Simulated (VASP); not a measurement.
# LaB6 (Pm-3m) in VASP: a series of runs

LaB6 is run at these levels: LDA; tasks: single point, relaxation of cell and atoms.

All numbers are computed with VASP 6.6.1; they aren't measurements. Logs are shortened: lines on timing, memory, paths and dates and some standing lists are left out, and cuts for length are marked.

**1. The cell of the first run**

The structure is cubic, space group Pm-3m (No. 221). The conventional cell has a = 4.098 Å, b = 4.098 Å, c = 4.098 Å, α = 90.00°, β = 90.00°, γ = 90.00°. La (site symmetry m-3m) has 24 B at 3.01 Å within 4.0 Å. Within 2.2 Å of B (site symmetry 4mm) lie 5 B at 1.64 to 1.74 Å.

**2. Single point, LDA**

Input file INCAR:

```
SYSTEM = LaB6
ALGO = Normal ; EDIFF = 1E-6
ENCUT = 520 ; GGA = CA
ISIF = 2 ; ISMEAR = 0
LASPH = .True. ; LCHARG = .False.
LREAL = .False. ; LWAVE = .False.
NBANDS = 24 ; NELM = 100
PREC = Accurate ; SIGMA = 0.1
```

Input file KPOINTS:

```
k-points
0
Gamma
  10 10 10
  0 0 0
```

Input file POSCAR:

```
LaB6
1.0
    4.0983849580      0.0000000000      0.0000000000
    0.0000000000      4.0983849580      0.0000000000
    0.0000000000      0.0000000000      4.0983849580
La B
1 6
Direct
    0.0000000000      0.0000000000      0.0000000000
    0.1999022395      0.5000000000      0.5000000000
    0.5000000000      0.1999022395      0.5000000000
    0.8000977605      0.5000000000      0.5000000000
    0.5000000000      0.8000977605      0.5000000000
    0.5000000000      0.5000000000      0.1999022395
    0.5000000000      0.5000000000      0.8000977605
```

Potentials or basis: VASP PAW LDA potentials, release 64 (La, B).

Command:

```sh
> cat potpaw_LDA.64/La/POTCAR potpaw_LDA.64/B/POTCAR > POTCAR
> mpirun -np 1 vasp_std > vasp.out
```

OUTCAR:

```text
SYSTEM = LaB6
   EDIFF = 1E-6
   ENCUT = 520
   GGA = CA
   ISIF = 2
   ISMEAR = 0
   LASPH = .True.
   LREAL = .False.
   NELM = 100
   PREC = Accurate

 ion  position               nearest neighbor table
   1  0.000  0.000  0.000-
   2  0.200  0.500  0.500-   4 1.64   3 1.74   5 1.74   6 1.74   7 1.74
   3  0.500  0.200  0.500-   5 1.64   4 1.74   2 1.74   6 1.74   7 1.74
   4  0.800  0.500  0.500-   2 1.64   3 1.74   5 1.74   6 1.74   7 1.74
   5  0.500  0.800  0.500-   3 1.64   2 1.74   4 1.74   6 1.74   7 1.74
   6  0.500  0.500  0.200-   7 1.64   3 1.74   4 1.74   5 1.74   2 1.74
   7  0.500  0.500  0.800-   6 1.64   3 1.74   4 1.74   5 1.74   2 1.74

  LATTYP: Found a simple cubic cell.
 ALAT       =     4.0983849580

  Lattice vectors:

 A1 = (   4.0983849580,   0.0000000000,   0.0000000000)
 A2 = (   0.0000000000,   4.0983849580,   0.0000000000)
 A3 = (   0.0000000000,   0.0000000000,   4.0983849580)

Analysis of symmetry for initial positions (statically):
=====================================================================
 Subroutine PRICEL returns:
 Original cell was already a primitive cell.

 Routine SETGRP: Setting up the symmetry group for a
 simple cubic supercell.

 Subroutine GETGRP returns: Found 48 space group operations
 (whereof 48 operations were pure point group operations)
 out of a pool of 48 trial point group operations.

The static configuration has the point symmetry O_h .

Analysis of symmetry for dynamics (positions and initial velocities):
=====================================================================
 Subroutine PRICEL returns:
 Original cell was already a primitive cell.

 Routine SETGRP: Setting up the symmetry group for a
 simple cubic supercell.

 Subroutine GETGRP returns: Found 48 space group operations
 (whereof 48 operations were pure point group operations)
 out of a pool of 48 trial point group operations.

The dynamic configuration has the point symmetry O_h .

 Subroutine INISYM returns: Found 48 space group operations
 (whereof 48 operations are pure point group operations),
 and found     1 'primitive' translations

----------------------------------------------------------------------------------------

                                     Primitive cell

  volume of cell :      68.8396

  direct lattice vectors                    reciprocal lattice vectors
     4.098384958  0.000000000  0.000000000     0.243998553  0.000000000  0.000000000
     0.000000000  4.098384958  0.000000000     0.000000000  0.243998553  0.000000000
     0.000000000  0.000000000  4.098384958     0.000000000  0.000000000  0.243998553

  length of vectors
     4.098384958  4.098384958  4.098384958     0.243998553  0.243998553  0.243998553

  position of ions in fractional coordinates (direct lattice)
     0.000000000  0.000000000  0.000000000
     0.199902239  0.500000000  0.500000000
     0.500000000  0.199902239  0.500000000
     0.800097761  0.500000000  0.500000000
     0.500000000  0.800097761  0.500000000
     0.500000000  0.500000000  0.199902239
     0.500000000  0.500000000  0.800097761

  ion indices of the primitive-cell ions
   primitive index   ion index
                 1           1
                 2           2
                 3           3
                 4           4
                 5           5
                 6           6
                 7           7

----------------------------------------------------------------------------------------

 KPOINTS: k-points

Automatic generation of k-mesh.
 Grid dimensions read from file:
 generate k-points for:   10   10   10

 Generating k-lattice:

  Cartesian coordinates                     Fractional coordinates (reciprocal lattice)
     0.024399855  0.000000000  0.000000000     0.100000000  0.000000000  0.000000000
     0.000000000  0.024399855  0.000000000     0.000000000  0.100000000  0.000000000
     0.000000000  0.000000000  0.024399855     0.000000000  0.000000000  0.100000000

  Length of vectors
     0.024399855  0.024399855  0.024399855

  Shift w.r.t. Gamma in fractional coordinates (k-lattice)
     0.000000000  0.000000000  0.000000000

 Subroutine IBZKPT returns following result:
 ===========================================

 Found     56 irreducible k-points:

 Following reciprocal coordinates:
            Coordinates               Weight
  0.000000  0.000000  0.000000      1.000000
  0.100000  0.000000  0.000000      6.000000
  0.200000  0.000000  0.000000      6.000000
  0.300000  0.000000  0.000000      6.000000
  0.400000  0.000000  0.000000      6.000000
  0.500000  0.000000  0.000000      3.000000
[... 16 lines left out ...]
  0.200000  0.100000  0.100000     24.000000
  0.300000  0.100000  0.100000     24.000000
 [... further k-points ...]
   k-points           NKPTS =     56   k-points in BZ     NKDIM =     56   number of bands    NBANDS=     24
   number of dos      NEDOS =    301   number of ions     NIONS =      7
   total plane-waves  NPLWV =  27000
   dimension x,y,z NGX =    30 NGY =   30 NGZ =   30
   dimension x,y,z NGXF=    60 NGYF=   60 NGZF=   60
   ions per type =               1   6
   NGX,Y,Z   is equivalent  to a cutoff of  12.17, 12.17, 12.17 a.u.
   NGXF,Y,Z  is equivalent  to a cutoff of  24.34, 24.34, 24.34 a.u.
 SYSTEM =  LaB6
   PREC   = accura    normal or accurate (medium, high low for compatibility)
   ISTART =      0    job   : 0-new  1-cont  2-samecut
   ICHARG =      2    charge: 1-file 2-atom 10-const
   ISPIN  =      1    spin polarized calculation?
   LNONCOLLINEAR =      F non collinear calculations
   LSORBIT =      F    spin-orbit coupling
   LASPH  =      T    aspherical Exc in radial PAW
   ENCUT  =  520.0 eV  38.22 Ry    6.18 a.u.   7.62  7.62  7.62*2*pi/ulx,y,z
   NELM   =    100;   NELMIN=  2; NELMDL= -5     # of ELM steps
   EDIFF  = 0.1E-05   stopping-criterion for ELM
   LREAL  =      F    real-space projection
   EDIFFG = 0.1E-04   stopping-criterion for IOM
   NSW    =      0    number of steps for IOM
   IBRION =     -1    ionic relax: 0-MD 1-quasi-New 2-CG
   NFREE  =      0    steps in history (QN), initial steepest desc. (CG)
   ISIF   =      2    stress and relaxation
   ISYM   =      2    0-nonsym 1-usesym 2-fastsym
   POTIM  = 0.5000    time-step for ionic-motion
   TEBEG  =    0.0;   TEEND  =   0.0 temperature during run
   PSTRESS=    0.0 pullay stress
   NELECT =      29.0000    total number of electrons
   NUPDOWN=      -1.0000    fix difference up-down
   EMIN   =  10.00;   EMAX   =-10.00  energy-range for DOS
   EFERMI =   0.00;   METHOD = LEGACY
   ISMEAR =     0;   SIGMA  =   0.10  broadening in eV -4-tet -1-fermi 0-gaus
   EFERMI_NEDOS =   21; number of points for ismear=-14 and -15
   IALGO  =     38    algorithm
   IMIX   =      4    mixing-type and parameters
     AMIX     =   0.40;   BMIX     =  1.00
     AMIX_MAG =   1.60;   BMIX_MAG =  1.00
  volume/ion in A,a.u.               =       9.83        66.36
  Fermi-wavevector in a.u.,A,eV,Ry     =   1.227236  2.319140 20.491846  1.506108
  Thomas-Fermi vector in A             =   2.362207
   LORBIT       =      0    0 simple, 1 ext, 2 COOP (PROOUT), +10 PAW based schemes
   GGA     = CA    functional components
   LHFCALC =     F    Hartree Fock is set to
   AEXX    =    0.0000 exact exchange contribution
   IVDW    =     0    specifies the selected vdW correction
   LEPSILON=     F    determine dielectric tensor
   LRPA    =     F    only Hartree local field effects (RPA)
 non-spin polarized calculation
 Gauss-broadening in eV      SIGMA  =   0.10
  energy-cutoff  :      520.00
  volume of cell :       68.84
 maximum number of plane-waves:      1868
   NGX = 15   NGY = 15   NGZ = 15

 number of electron      29.0000003 magnetization

 Free energy of the ion-electron system (eV)
  ---------------------------------------------------
  ext. energy  EPLUGINS =         0.00000000
  ---------------------------------------------------
  free energy    TOTEN  =       -54.38784515 eV

  energy without entropy =      -54.38333796  energy(sigma->0) =      -54.38559155

 E-fermi :   8.8815     XC(G=0): -11.5951

 val. band max:        8.7854781977   @ k =   0.2000   0.2000   0.0000
 cond. band min:       8.9152458305   @ k =   0.4000   0.3000   0.1000
 fundamental gap:      0.1297676329
 Fermi energy:         8.8815441521

 k-point     1 :       0.0000    0.0000    0.0000
  band No.  band energies     occupation
      1     -23.8466      2.00000
      2      -7.6564      2.00000
      3      -7.6564      2.00000
      4      -7.6564      2.00000
      5      -6.7222      2.00000
      6       0.8570      2.00000
[... 16 lines left out ...]
     23      10.9627      0.00000
     24      12.1701      0.00000

 k-point     2 :       0.1000    0.0000    0.0000
  band No.  band energies     occupation
      1     -23.8437      2.00000
      2      -7.8071      2.00000
      3      -7.6469      2.00000
      4      -7.6469      2.00000
      5      -6.5718      2.00000
      6       0.3292      2.00000
[... 16 lines left out ...]
     23      11.0641      0.00000
     24      12.1666      0.00000

 k-point     3 :       0.2000    0.0000    0.0000
  band No.  band energies     occupation
      1     -23.8360      2.00000
      2      -8.0950      2.00000
      3      -7.6219      2.00000
      4      -7.6219      2.00000
      5      -6.2767      2.00000
      6      -0.4459      2.00000
[... 16 lines left out ...]
     23      11.3700      0.00000
     24      11.8887      0.00000

 k-point     4 :       0.3000    0.0000    0.0000
  band No.  band energies     occupation
      1     -23.8265      2.00000
      2      -8.3634      2.00000
      3      -7.5905      2.00000
      4      -7.5905      2.00000
      5      -5.9801      2.00000
      6      -1.1090      2.00000
[... 16 lines left out ...]
     23      11.4001      0.00000
     24      11.4001      0.00000

 k-point     5 :       0.4000    0.0000    0.0000
  band No.  band energies     occupation
      1     -23.8187      2.00000
      2      -8.5460      2.00000
      3      -7.5647      2.00000
      4      -7.5647      2.00000
      5      -5.7548      2.00000
      6      -1.5634      2.00000
[... 16 lines left out ...]
     23      11.1273      0.00000
     24      11.1273      0.00000

 k-point     6 :       0.5000    0.0000    0.0000
  band No.  band energies     occupation
      1     -23.8158      2.00000
      2      -8.6103      2.00000
      3      -7.5548      2.00000
      4      -7.5548      2.00000
      5      -5.6682      2.00000
      6      -1.7280      2.00000
[... 16 lines left out ...]
     23      11.1354      0.00000
     24      11.2642      0.00000
[... 379 lines left out ...]
 k-point    21 :       0.5000    0.5000    0.0000
  band No.  band energies     occupation
      1     -23.7863      2.00000
      2      -8.1672      2.00000
      3      -8.1672      2.00000
      4      -7.4728      2.00000
      5      -6.2213      2.00000
      6      -0.3201      2.00000
[... 16 lines left out ...]
     23      12.2877      0.00000
     24      12.2880      0.00000

 k-point    22 :       0.1000    0.1000    0.1000
  band No.  band energies     occupation
      1     -23.8379      2.00000
      2      -7.8971      2.00000
      3      -7.6980      2.00000
      4      -7.6980      2.00000
      5      -6.3590      2.00000
      6       0.0668      2.00000
[... 16 lines left out ...]
     23      11.1318      0.00000
     24      12.2074      0.00000

 k-point    23 :       0.2000    0.1000    0.1000
  band No.  band energies     occupation
      1     -23.8302      2.00000
      2      -8.0828      2.00000
      3      -7.7156      2.00000
      4      -7.6709      2.00000
      5      -6.1566      2.00000
      6      -0.4155      2.00000
[... 16 lines left out ...]
     23      11.3323      0.00000
     24      11.8642      0.00000

 k-point    24 :       0.3000    0.1000    0.1000
  band No.  band energies     occupation
      1     -23.8208      2.00000
      2      -8.3144      2.00000
      3      -7.6782      2.00000
      4      -7.6369      2.00000
      5      -5.9518      2.00000
      6      -0.9779      2.00000
[... 16 lines left out ...]
     23      11.4888      0.00000
     24      11.5773      0.00000

 [... further k-points ...]
[... 5 lines left out ...]
  --------------------------------------------------------------------------------------
  -------------------------------------------------------------------------------------
  Total        0.0518579      0.0518579      0.0518579      0.0000000      0.0000000      0.0000000
  in kB        1.2069445      1.2069445      1.2069445      0.0000000      0.0000000      0.0000000
  external PRESSURE =       1.2069445 kB  Pullay stress =       0.0000000 kB

 VOLUME and BASIS-vectors are now :
 -----------------------------------------------------------------------------
  energy-cutoff  :      520.00
  volume of cell :       68.84
      direct lattice vectors                 reciprocal lattice vectors
     4.098384958  0.000000000  0.000000000     0.243998553  0.000000000  0.000000000
     0.000000000  4.098384958  0.000000000     0.000000000  0.243998553  0.000000000
     0.000000000  0.000000000  4.098384958     0.000000000  0.000000000  0.243998553

 POSITION                                       TOTAL-FORCE (eV/Angst)
 -----------------------------------------------------------------------------------
      0.00000      0.00000      0.00000        -0.000000     -0.000000     -0.000000
      0.81928      2.04919      2.04919        -0.018897      0.000000     -0.000000
      2.04919      0.81928      2.04919        -0.000000     -0.018897     -0.000000
      3.27911      2.04919      2.04919         0.018897     -0.000000     -0.000000
      2.04919      3.27911      2.04919        -0.000000      0.018897     -0.000000
      2.04919      2.04919      0.81928        -0.000000      0.000000     -0.018897
      2.04919      2.04919      3.27911        -0.000000     -0.000000      0.018897
 -----------------------------------------------------------------------------------
    total drift:                                0.000000     -0.000000      0.000000

  FREE ENERGIE OF THE ION-ELECTRON SYSTEM (eV)
  ---------------------------------------------------
  free  energy   TOTEN  =       -54.3878451468 eV

  energy  without entropy=      -54.3833379573  energy(sigma->0) =      -54.38559155
```

Run time: 45 s. Hardware: 1 thread of AMD EPYC 9R45 (Zen 5), shared host; peak memory 0.19 GiB.

Results:

```
Free energy   : -54.3878 eV
Pressure      : 0.1 GPa
Largest force : 0.019 eV/Å
```

Forces in eV/Å, atoms in the order of the input:
```
La   0.000  0.000  0.000
B   -0.019  0.000  0.000
B    0.000 -0.019  0.000
B    0.019  0.000  0.000
B    0.000  0.019  0.000
B    0.000  0.000 -0.019
B    0.000  0.000  0.019
```

Levels at points of the mesh, in eV from the Fermi level:
```
           k point  band 11  band 12  band 13  band 14  band 15  band 16  band 17  band 18
(0.00, 0.00, 0.00)    -6.88    -1.87    -1.87    -1.87     0.21     0.21     0.21     1.63
(0.50, 0.00, 0.00)    -3.46    -3.46    -3.18    -2.56    -1.48     1.50     1.72     1.72
(0.50, 0.50, 0.00)    -4.54    -4.54    -2.88    -2.88     1.06     1.06     2.01     2.04
(0.50, 0.50, 0.50)    -4.67    -2.38    -2.38    -2.38     1.50     1.81     1.81     1.81
```

Caveat: spin-orbit coupling is left out, which moves the levels of the heavy elements.

(Continued in part 2 of 2.)
